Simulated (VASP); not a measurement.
# TiC (dq5) (Fm-3m) in VASP: a series of runs

TiC (dq5) is run at these levels: LDA; tasks: single point, relaxation of cell and atoms.

All numbers are computed with VASP 6.6.1; they aren't measurements. Logs are shortened: lines on timing, memory, paths and dates and some standing lists are left out, and cuts for length are marked.

**1. The cell of the first run**

It takes space group Fm-3m (No. 225, cubic). The conventional cell has a = 4.261 Å, b = 4.261 Å, c = 4.261 Å, α = 90.00°, β = 90.00°, γ = 90.00°. Ti (site symmetry m-3m) has 6 C at 2.13 Å within 2.8 Å. Within 2.8 Å of C (site symmetry m-3m) lie 6 Ti at 2.13 Å.

**2. Single point, LDA**

Input file INCAR:

```
  PREC = Accurate
  ENCUT = 520
  EDIFF = 1E-6
  ISMEAR = -1
  SIGMA = 0.15
  LREAL = False
  LASPH = True
  NELM = 100
  ALGO = Normal
  ISIF = 2
  LWAVE = False
  LCHARG = False
  GGA = CA
  NBANDS = 15
```

Input file KPOINTS:

```
regular mesh
0
Gamma
  14 14 14
```

Input file POSCAR:

```
TiC
1.0
    0.0000000000      2.1305954679      2.1305954679
    2.1305954679      0.0000000000      2.1305954679
    2.1305954679      2.1305954679      0.0000000000
Ti C
1 1
Direct
    0.0000000000      0.0000000000      0.0000000000
    0.5000000000      0.5000000000      0.5000000000
```

Potentials or basis: VASP PAW LDA potentials, release 64 (Ti_sv, C).

On the command line:

```bash
cat potpaw_LDA.64/Ti_sv/POTCAR potpaw_LDA.64/C/POTCAR > POTCAR
mpirun -np 1 vasp_std > vasp.out
```

OUTCAR:

```text
PREC = Accurate
   ENCUT = 520
   EDIFF = 1E-6
   ISMEAR = -1
   LREAL = False
   LASPH = True
   NELM = 100
   ISIF = 2
   GGA = CA

 ion  position               nearest neighbor table
   1  0.000  0.000  0.000-   2 2.13   2 2.13   2 2.13   2 2.13   2 2.13   2 2.13
   2  0.500  0.500  0.500-   1 2.13   1 2.13   1 2.13   1 2.13   1 2.13   1 2.13

  LATTYP: Found a face centered cubic cell.
 ALAT       =     4.2611909358

  Lattice vectors:

 A1 = (   0.0000000000,   2.1305954679,   2.1305954679)
 A2 = (   2.1305954679,   0.0000000000,   2.1305954679)
 A3 = (   2.1305954679,   2.1305954679,   0.0000000000)

Analysis of symmetry for initial positions (statically):
=====================================================================
 Subroutine PRICEL returns:
 Original cell was already a primitive cell.

 Routine SETGRP: Setting up the symmetry group for a
 face centered cubic supercell.

 Subroutine GETGRP returns: Found 48 space group operations
 (whereof 48 operations were pure point group operations)
 out of a pool of 48 trial point group operations.

The static configuration has the point symmetry O_h .

Analysis of symmetry for dynamics (positions and initial velocities):
=====================================================================
 Subroutine PRICEL returns:
 Original cell was already a primitive cell.

 Routine SETGRP: Setting up the symmetry group for a
 face centered cubic supercell.

 Subroutine GETGRP returns: Found 48 space group operations
 (whereof 48 operations were pure point group operations)
 out of a pool of 48 trial point group operations.

The dynamic configuration has the point symmetry O_h .

 Subroutine INISYM returns: Found 48 space group operations
 (whereof 48 operations are pure point group operations),
 and found     1 'primitive' translations

----------------------------------------------------------------------------------------

                                     Primitive cell

  volume of cell :      19.3434

  direct lattice vectors                    reciprocal lattice vectors
     0.000000000  2.130595468  2.130595468    -0.234676177  0.234676177  0.234676177
     2.130595468  0.000000000  2.130595468     0.234676177 -0.234676177  0.234676177
     2.130595468  2.130595468  0.000000000     0.234676177  0.234676177 -0.234676177

  length of vectors
     3.013117007  3.013117007  3.013117007     0.406471063  0.406471063  0.406471063

  position of ions in fractional coordinates (direct lattice)
     0.000000000  0.000000000  0.000000000
     0.500000000  0.500000000  0.500000000

  ion indices of the primitive-cell ions
   primitive index   ion index
                 1           1
                 2           2
[... 79 lines left out ...]
   ISYM   =      2    0-nonsym 1-usesym 2-fastsym
   POTIM  = 0.5000    time-step for ionic-motion
   TEBEG  =    0.0;   TEEND  =   0.0 temperature during run
   PSTRESS=    0.0 pullay stress
   NELECT =      16.0000    total number of electrons
   NUPDOWN=      -1.0000    fix difference up-down
   EMIN   =  10.00;   EMAX   =-10.00  energy-range for DOS
   EFERMI =   0.00;   METHOD = LEGACY
   ISMEAR =    -1;   SIGMA  =   0.15  broadening in eV -4-tet -1-fermi 0-gaus
   EFERMI_NEDOS =   21; number of points for ismear=-14 and -15
   IALGO  =     38    algorithm
   IMIX   =      4    mixing-type and parameters
     AMIX     =   0.40;   BMIX     =  1.00
     AMIX_MAG =   1.60;   BMIX_MAG =  1.00
  volume/ion in A,a.u.               =       9.67        65.27
  Fermi-wavevector in a.u.,A,eV,Ry     =   1.536752  2.904040 32.131616  2.361607
  Thomas-Fermi vector in A             =   2.643357
   LORBIT       =      0    0 simple, 1 ext, 2 COOP (PROOUT), +10 PAW based schemes
   GGA     = CA    functional components
   LHFCALC =     F    Hartree Fock is set to
   AEXX    =    0.0000 exact exchange contribution
   IVDW    =     0    specifies the selected vdW correction
   LEPSILON=     F    determine dielectric tensor
   LRPA    =     F    only Hartree local field effects (RPA)
 non-spin polarized calculation
  energy-cutoff  :      520.00
  volume of cell :       19.34
 maximum number of plane-waves:       544
   NGX = 11   NGY = 11   NGZ = 11

 number of electron      16.0000003 magnetization

 Free energy of the ion-electron system (eV)
  ---------------------------------------------------
  ext. energy  EPLUGINS =         0.00000000
  ---------------------------------------------------
  free energy    TOTEN  =       -20.55022235 eV

  energy without entropy =      -20.52579162  energy(sigma->0) =      -20.53800699

 E-fermi :   9.8066     XC(G=0): -13.2305

 val. band max:        9.7601394352   @ k =   0.4286   0.4286   0.0000
 cond. band min:       9.8109664187   @ k =   0.3571   0.2857   0.0000
 fundamental gap:      0.0508269835
 Fermi energy:         9.8066014092

 k-point     1 :       0.0000    0.0000    0.0000
  band No.  band energies     occupation
      1     -45.9134      2.00000
      2     -22.2898      2.00000
      3     -22.2898      2.00000
      4     -22.2898      2.00000
      5      -2.6093      2.00000
      6      10.4723      0.02336
      7      10.4723      0.02336
      8      10.4723      0.02336
      9      11.5740      0.00002
     10      11.5740      0.00002
     11      11.5740      0.00002
     12      11.6433      0.00001
     13      11.6433      0.00001
     14      21.1680      0.00000
[... 401 lines left out ...]
      2     -22.5942      2.00000
      3     -22.3643      2.00000
      4     -22.3539      2.00000
      5      -1.0639      2.00000
      6       6.5462      2.00000
      7       8.0826      1.99998
      8       8.6540      1.99908
      9      10.6299      0.00824
     10      12.2366      0.00000
     11      13.4168      0.00000
     12      14.5972      0.00000
     13      16.6272      0.00000
     14      22.5484      0.00000
     15      24.6390      0.00000

 [... further k-points ...]
[... 5 lines left out ...]
  --------------------------------------------------------------------------------------
  -------------------------------------------------------------------------------------
  Total        0.0857098      0.0857098      0.0857098      0.0000000      0.0000000     -0.0000000
  in kB        7.0991822      7.0991822      7.0991822      0.0000000      0.0000000     -0.0000000
  external PRESSURE =       7.0991822 kB  Pullay stress =       0.0000000 kB

 VOLUME and BASIS-vectors are now :
 -----------------------------------------------------------------------------
  energy-cutoff  :      520.00
  volume of cell :       19.34
      direct lattice vectors                 reciprocal lattice vectors
     0.000000000  2.130595468  2.130595468    -0.234676177  0.234676177  0.234676177
     2.130595468  0.000000000  2.130595468     0.234676177 -0.234676177  0.234676177
     2.130595468  2.130595468  0.000000000     0.234676177  0.234676177 -0.234676177

 POSITION                                       TOTAL-FORCE (eV/Angst)
 -----------------------------------------------------------------------------------
      0.00000      0.00000      0.00000        -0.000000     -0.000000     -0.000000
      2.13060      2.13060      2.13060         0.000000      0.000000      0.000000
 -----------------------------------------------------------------------------------
    total drift:                                0.000000     -0.000000     -0.000000

  FREE ENERGIE OF THE ION-ELECTRON SYSTEM (eV)
  ---------------------------------------------------
  free  energy   TOTEN  =       -20.5502223488 eV

  energy  without entropy=      -20.5257916223  energy(sigma->0) =      -20.53800699
```

stdout:

```text
POSCAR found type information on POSCAR TiC
 POSCAR found :  2 types and       2 ions
 scaLAPACK will be used
 LDA part: xc-table for (Slater(with rela. corr.)+CA(PZ))
 , standard interpolation
 POSCAR, INCAR and KPOINTS ok, starting setup
 FFT: planning ... GRIDC
 FFT: planning ... GRID_SOFT
 FFT: planning ... GRID
 WAVECAR not read
 entering main loop
```

It took 12 s on 1 thread of Intel Xeon 6975P-C (Granite Rapids), shared host; peak memory 0.15 GiB.

What came out:

```
Free energy            : -20.5502 eV
Pressure               : 0.7 GPa
Band gap on the k mesh : zero (band 8 reaches 10.47 eV, above the bottom of band 9 at 9.42 eV)
```

Levels at points of the mesh, in eV from the Fermi level:
```csv
k point,band 5,band 6,band 7,band 8,band 9,band 10,band 11,band 12
"(0.00, 0.00, 0.00)",-12.42,0.67,0.67,0.67,1.77,1.77,1.77,1.84
"(0.50, 0.00, 0.00)",-8.64,-6.03,-3.04,-3.04,3.09,3.09,4.37,8.57
"(0.50, 0.50, 0.00)",-10.10,-3.38,-1.81,0.05,0.05,2.92,3.74,3.74
```

**3. Relaxation of cell and atoms, LDA**

Input file INCAR:

```
  PREC = Accurate
  ENCUT = 600
  EDIFF = 1E-7
  ISMEAR = -1
  SIGMA = 0.15
  LREAL = False
  LASPH = True
  NELM = 60
  ALGO = Normal
  ISIF = 3
  LWAVE = False
  LCHARG = False
  IBRION = 2
  NSW = 80
  EDIFFG = -0.001
```

Input file KPOINTS:

```
Automatic mesh
0
Gamma
  14 14 14
```

Input file POSCAR:

```
TiC
1.0
    0.0000000000      2.1303899794      2.1303899794
    2.1303899794      0.0000000000      2.1303899794
    2.1303899794      2.1303899794      0.0000000000
Ti C
1 1
Direct
    0.0000000000      0.0000000000      0.0000000000
    0.5000000000      0.5000000000      0.5000000000
```

Potentials or basis: VASP PAW LDA potentials, release 64 (Ti_sv, C).

On the command line:

```bash
cat potpaw_LDA.64/Ti_sv/POTCAR potpaw_LDA.64/C/POTCAR > POTCAR
mpirun -np 1 vasp_std > vasp.out
```

It took 24 s on 1 thread of Intel Xeon 6975P-C (Granite Rapids), shared host; peak memory 0.15 GiB.

It converged, with:

```yaml
Free_energy: -20.5510 eV
Relaxed_volume: 9.69 Å³/atom
Relaxed_cell: a = 3.015 Å, b = 3.015 Å, c = 3.015 Å, α = 60.00°, β = 60.00°, γ = 60.00°
Space_group_after_relaxing_to_0.05_Å: Fm-3m (No. 225)
Energy_gained_by_relaxing: 0.0 meV/atom
Ionic_steps: 3
Pressure_after_relaxing: 0.0 GPa
Band_gap_on_the_k_mesh: zero (band 8 reaches 10.45 eV, above the bottom of band 9 at 9.39 eV)
```

Final structure:
```
Ti C
1.0
     0.00000    2.13212    2.13212
     2.13212    0.00000    2.13212
     2.13212    2.13212    0.00000
Ti C
1 1
Direct
  0.00000 0.00000 0.00000
  0.50000 0.50000 0.50000
```

Levels at points of the mesh, in eV from the Fermi level:
| k point | band 6 | band 7 | band 8 | band 9 | band 10 | band 11 |
| --- | --- | --- | --- | --- | --- | --- |
| (0.00, 0.00, 0.00) | 0.67 | 0.67 | 0.67 | 1.76 | 1.76 | 1.76 |
| (0.50, 0.00, 0.00) | -6.02 | -3.03 | -3.03 | 3.08 | 3.08 | 4.36 |
| (0.50, 0.50, 0.00) | -3.38 | -1.80 | 0.05 | 0.05 | 2.91 | 3.73 |
